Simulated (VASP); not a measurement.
# Ga (Cmce) in VASP: notebook

Ga is run at these levels: PBE; tasks: single point, relaxation of cell and atoms.

Program: VASP 6.6.1. These are calculated values, not measurements. Logs are shortened: lines on timing, memory, paths and dates and some standing lists are left out, and cuts for length are marked.

### 1 The cell of the first run

It takes space group Cmce (No. 64, orthorhombic). The conventional cell has a = 4.578 Å, b = 7.718 Å, c = 4.599 Å, α = 90.00°, β = 90.00°, γ = 90.00°. Within 3.3 Å of Ga (site symmetry m) lie 7 Ga at 2.53 to 2.81 Å.

### 2 Single point, PBE

Contents of INCAR:

```
PREC = Accurate
ENCUT = 520
EDIFF = 1E-6
ISMEAR = 0
SIGMA = 0.05
LREAL = F
LASPH = T
NELM = 80
ALGO = Normal
ISIF = 2
LWAVE = F
LCHARG = T
GGA = PE
LELF = T
LVHAR = T
NBANDS = 34
```

Contents of KPOINTS:

```
Automatic mesh
0
Gamma
  6 6 4
```

Contents of POSCAR:

```
Ga
1.0
    2.2892110168     -3.8587945394      0.0000000000
    2.2892110168      3.8587945394      0.0000000000
    0.0000000000      0.0000000000      4.5985768762
Ga
4
Direct
    0.8436635217      0.1563364783      0.0835683137
    0.6563364783      0.3436635217      0.5835683137
    0.1563364783      0.8436635217      0.9164316863
    0.3436635217      0.6563364783      0.4164316863
```

Potentials or basis: VASP PAW PBE potentials, release 64 (Ga_d).

The run is started by

```console
cat potpaw_PBE.64/Ga_d/POTCAR > POTCAR
mpirun -np 1 vasp_std > vasp.out
```

OUTCAR:

```text
PREC = Accurate
   ENCUT = 520
   EDIFF = 1E-6
   ISMEAR = 0
   LREAL = F
   LASPH = T
   NELM = 80
   ISIF = 2
   GGA = PE

 ion  position               nearest neighbor table
   1  0.844  0.156  0.084-   3 2.53   2 2.72   2 2.72   4 2.75   4 2.75   3 2.81   3 2.81
   2  0.656  0.344  0.584-   4 2.53   1 2.72   1 2.72   3 2.75   3 2.75   4 2.81   4 2.81
   3  0.156  0.844  0.916-   1 2.53   4 2.72   4 2.72   2 2.75   2 2.75   1 2.81   1 2.81
   4  0.344  0.656  0.416-   2 2.53   3 2.72   3 2.72   1 2.75   1 2.75   2 2.81   2 2.81

  LATTYP: Found a base centered orthorhombic cell.
 ALAT       =     4.5784220336
 B/A-ratio  =     1.6856438795
 C/A-ratio  =     1.0044021373

  Lattice vectors:

 A1 = (   2.2892110168,  -3.8587945394,   0.0000000000)
 A2 = (   2.2892110168,   3.8587945394,   0.0000000000)
 A3 = (   0.0000000000,   0.0000000000,   4.5985768762)

Analysis of symmetry for initial positions (statically):
=====================================================================
 Subroutine PRICEL returns:
 Original cell was already a primitive cell.

 Routine SETGRP: Setting up the symmetry group for a
 base centered orthorhombic supercell.

 Subroutine GETGRP returns: Found  8 space group operations
 (whereof  4 operations were pure point group operations)
 out of a pool of  8 trial point group operations.

The static configuration has the point symmetry C_2h.
 The point group associated with its full space group is D_2h.

Analysis of symmetry for dynamics (positions and initial velocities):
=====================================================================
 Subroutine PRICEL returns:
 Original cell was already a primitive cell.

 Routine SETGRP: Setting up the symmetry group for a
 base centered orthorhombic supercell.

 Subroutine GETGRP returns: Found  8 space group operations
 (whereof  4 operations were pure point group operations)
 out of a pool of  8 trial point group operations.

The dynamic configuration has the point symmetry C_2h.
 The point group associated with its full space group is D_2h.

 Subroutine INISYM returns: Found  8 space group operations
 (whereof  4 operations are pure point group operations),
 and found     1 'primitive' translations

----------------------------------------------------------------------------------------

                                     Primitive cell

  volume of cell :      81.2439

[... 85 lines left out ...]
   ICHARG =      2    charge: 1-file 2-atom 10-const
   ISPIN  =      1    spin polarized calculation?
   LNONCOLLINEAR =      F non collinear calculations
   LSORBIT =      F    spin-orbit coupling
   LASPH  =      T    aspherical Exc in radial PAW
   ENCUT  =  520.0 eV  38.22 Ry    6.18 a.u.   8.34  8.34  8.55*2*pi/ulx,y,z
   NELM   =     80;   NELMIN=  2; NELMDL= -5     # of ELM steps
   EDIFF  = 0.1E-05   stopping-criterion for ELM
   LREAL  =      F    real-space projection
   EDIFFG = 0.1E-04   stopping-criterion for IOM
   NSW    =      0    number of steps for IOM
   IBRION =     -1    ionic relax: 0-MD 1-quasi-New 2-CG
   NFREE  =      0    steps in history (QN), initial steepest desc. (CG)
   ISIF   =      2    stress and relaxation
   ISYM   =      2    0-nonsym 1-usesym 2-fastsym
   POTIM  = 0.5000    time-step for ionic-motion
   TEBEG  =    0.0;   TEEND  =   0.0 temperature during run
   PSTRESS=    0.0 pullay stress
   NELECT =      52.0000    total number of electrons
   NUPDOWN=      -1.0000    fix difference up-down
   EMIN   =  10.00;   EMAX   =-10.00  energy-range for DOS
   EFERMI =   0.00;   METHOD = LEGACY
   ISMEAR =     0;   SIGMA  =   0.05  broadening in eV -4-tet -1-fermi 0-gaus
   EFERMI_NEDOS =   21; number of points for ismear=-14 and -15
   IALGO  =     38    algorithm
   IMIX   =      4    mixing-type and parameters
     AMIX     =   0.40;   BMIX     =  1.00
     AMIX_MAG =   1.60;   BMIX_MAG =  1.00
  volume/ion in A,a.u.               =      20.31       137.07
  Fermi-wavevector in a.u.,A,eV,Ry     =   1.410844  2.666108 27.082132  1.990481
  Thomas-Fermi vector in A             =   2.532756
   LORBIT       =      0    0 simple, 1 ext, 2 COOP (PROOUT), +10 PAW based schemes
   GGA     = PE    functional components
   LHFCALC =     F    Hartree Fock is set to
   AEXX    =    0.0000 exact exchange contribution
   IVDW    =     0    specifies the selected vdW correction
   LEPSILON=     F    determine dielectric tensor
   LRPA    =     F    only Hartree local field effects (RPA)
 non-spin polarized calculation
 Gauss-broadening in eV      SIGMA  =   0.05
  energy-cutoff  :      520.00
  volume of cell :       81.24
 maximum number of plane-waves:      2214
 NGX is ok and might be reduce to    36
   NGX = 17   NGY = 17   NGZ = 17

 number of electron      52.0000011 magnetization

 Free energy of the ion-electron system (eV)
  ---------------------------------------------------
  ext. energy  EPLUGINS =         0.00000000
  ---------------------------------------------------
  free energy    TOTEN  =       -11.68519134 eV

  energy without entropy =      -11.68377284  energy(sigma->0) =      -11.68448209

 E-fermi :   4.6202     XC(G=0): -10.4702

 val. band max:        4.5969938867   @ k =   0.1667   0.1667   0.0000
 cond. band min:       4.7384426577   @ k =   0.0000   0.0000   0.5000
 fundamental gap:      0.1414487710
 Fermi energy:         4.6201908174

 k-point     1 :       0.0000    0.0000    0.0000
  band No.  band energies     occupation
      1     -10.3781      2.00000
      2     -10.3711      2.00000
      3     -10.3454      2.00000
      4     -10.3303      2.00000
      5     -10.3094      2.00000
      6     -10.2879      2.00000
[... 877 lines left out ...]
     33      12.2250      0.00000
     34      13.1685      0.00000

 [... further k-points ...]
[... 5 lines left out ...]
  --------------------------------------------------------------------------------------
  -------------------------------------------------------------------------------------
  Total        0.0148384      0.1063584      0.0526545      0.0000000      0.0000000      0.0000000
  in kB        0.2926215      2.0974492      1.0383777      0.0000000      0.0000000      0.0000000
  external PRESSURE =       1.1428161 kB  Pullay stress =       0.0000000 kB

 VOLUME and BASIS-vectors are now :
 -----------------------------------------------------------------------------
  energy-cutoff  :      520.00
  volume of cell :       81.24
      direct lattice vectors                 reciprocal lattice vectors
     2.289211017 -3.858794539  0.000000000     0.218415863 -0.129574144  0.000000000
     2.289211017  3.858794539  0.000000000     0.218415863  0.129574144  0.000000000
     0.000000000  0.000000000  4.598576876     0.000000000  0.000000000  0.217458581

 POSITION                                       TOTAL-FORCE (eV/Angst)
 -----------------------------------------------------------------------------------
      2.28921     -2.65225      0.38430         0.000000      0.000749      0.004619
      2.28921     -1.20654      2.68358         0.000000     -0.000749      0.004619
      2.28921      2.65225      4.21428         0.000000     -0.000749     -0.004619
      2.28921      1.20654      1.91499         0.000000      0.000749     -0.004619
 -----------------------------------------------------------------------------------
    total drift:                               -0.000000     -0.000000     -0.000000

  FREE ENERGIE OF THE ION-ELECTRON SYSTEM (eV)
  ---------------------------------------------------
  free  energy   TOTEN  =       -11.6851913358 eV

  energy  without entropy=      -11.6837728356  energy(sigma->0) =      -11.68448209
```

Wall time 67 s (1 thread of Intel Xeon Platinum 8488C (Sapphire Rapids), shared host); peak memory 0.24 GiB.

Results:

```yaml
Free_energy: -11.6852 eV
Pressure: 0.1 GPa
Largest_force: 0.005 eV/Å
Band_gap_on_the_k_mesh: zero (band 26 reaches 4.91 eV, above the bottom of band 27 at 3.77 eV)
```

Forces in eV/Å, atoms in the order of the input:
```
Ga   0.000  0.001  0.005
Ga   0.000 -0.001  0.005
Ga   0.000 -0.001 -0.005
Ga   0.000  0.001 -0.005
```

Stress tensor (GPa, compression positive):
```
0.03 0.00 0.00
0.00 0.21 0.00
0.00 0.00 0.10
```

### 3 Relaxation of cell and atoms, PBE

This run uses another cell than the first one, of 19.59 Å³/atom, 0.965 times its volume.

Contents of INCAR:

```
PREC = Accurate ; ENCUT = 600
EDIFF = 1E-7 ; ISMEAR = 0
SIGMA = 0.05 ; LREAL = F
LASPH = T ; NELM = 100
ALGO = Fast ; ISIF = 3
LWAVE = F ; LCHARG = F
GGA = PE ; IBRION = 2
NSW = 80 ; EDIFFG = -0.03
```

KPOINTS is that of step 2.

Contents of POSCAR:

```
Ga
1.0
    2.2615000000     -3.8305000000      0.0000000000
    2.2615000000      3.8305000000      0.0000000000
    0.0000000000      0.0000000000      4.5240000000
Ga
4
Direct
    0.8451000000      0.1549000000      0.0810000000
    0.6549000000      0.3451000000      0.5810000000
    0.1549000000      0.8451000000      0.9190000000
    0.3451000000      0.6549000000      0.4190000000
```

Potentials or basis: VASP PAW PBE potentials, release 64 (Ga_d).

The run is started by

```console
cat potpaw_PBE.64/Ga_d/POTCAR > POTCAR
mpirun -np 1 vasp_std > vasp.out
```

Wall time 6.9 min (1 thread of Intel Xeon Platinum 8259CL at 2.50GHz (Skylake/Cascade Lake), shared host); peak memory 0.26 GiB.

Results (log left out):

| Property | Result |
| --- | --- |
| Free energy | -11.6834 eV |
| Relaxed volume | 20.35 Å³/atom |
| Relaxed cell | a = 4.502 Å, b = 4.502 Å, c = 4.592 Å, α = 90.00°, β = 90.00°, γ = 119.01° |
| Space group after relaxing (to 0.05 Å) | Cmce (No. 64) |
| Energy gained by relaxing | 5.3 meV/atom |
| Ionic steps | 7 |
| Pressure after relaxing | 0.0 GPa |
| Largest force after relaxing | 0.024 eV/Å |
| Band gap on the k mesh | zero (band 26 reaches 4.91 eV, above the bottom of band 27 at 3.81 eV) |

Forces in eV/Å, atoms in the order of the input:
```
Ga   0.000  0.018  0.015
Ga   0.000 -0.018  0.015
Ga   0.000 -0.018 -0.015
Ga   0.000  0.018 -0.015
```

Stress tensor (GPa, compression positive):
```
 0.05  0.00  0.00
 0.00 -0.16  0.00
 0.00  0.00  0.07
```

The path:
| step | energy change (eV) | largest force (eV/Å) | pressure (GPa) | volume (Å³) |
| --- | --- | --- | --- | --- |
| 1 | 0.0000 | 0.1358 | 2.03 | 78.38 |
| 2 | -0.0207 | 0.0321 | 0.24 | 81.23 |
| 3 | -0.0202 | 0.0144 | -0.36 | 81.86 |
| 4 | -0.0207 | 0.0258 | -0.10 | 81.48 |
| 5 | -0.0207 | 0.0281 | -0.05 | 81.42 |
| 6 | -0.0207 | 0.0299 | -0.01 | 81.36 |
| 7 | -0.0213 | 0.0235 | -0.02 | 81.38 |

Final structure:
```
Ga
1.0
     2.28457   -3.87908    0.00000
     2.28457    3.87908    0.00000
     0.00000    0.00000    4.59170
Ga
4
Cartesian
  2.2846 -2.6695 0.3750
  2.2846 -1.2096 2.6708
  2.2846 2.6695 4.2167
  2.2846 1.2096 1.9209
```

Levels at points of the mesh, in eV from the Fermi level:
```csv
k point,band 22,band 23,band 24,band 25,band 26,band 27,band 28,band 29,band 30,band 31
"(0.00, 0.00, 0.00)",-4.18,-3.58,-1.76,-1.55,-0.61,0.93,1.01,1.21,4.93,5.28
"(0.50, 0.00, 0.00)",-8.31,-3.36,-3.36,-1.21,-1.21,0.78,0.78,4.03,4.03,5.25
"(0.50, 0.50, 0.00)",-6.99,-4.11,-3.03,-1.75,-1.40,1.17,1.31,3.24,3.76,4.27
"(0.00, 0.00, 0.50)",-8.91,-0.26,-0.26,0.12,0.12,0.14,0.14,2.08,2.08,3.95
"(0.50, 0.00, 0.50)",-6.96,-6.02,-6.02,-1.38,-1.38,0.57,0.57,7.01,7.01,7.57
"(0.50, 0.50, 0.50)",-7.35,-5.17,-5.17,-1.10,-1.10,-0.83,-0.83,6.45,6.45,7.67
```

PBE usually gives volumes a little too large and moduli too small. Zero-point motion and thermal expansion aren't in these numbers.
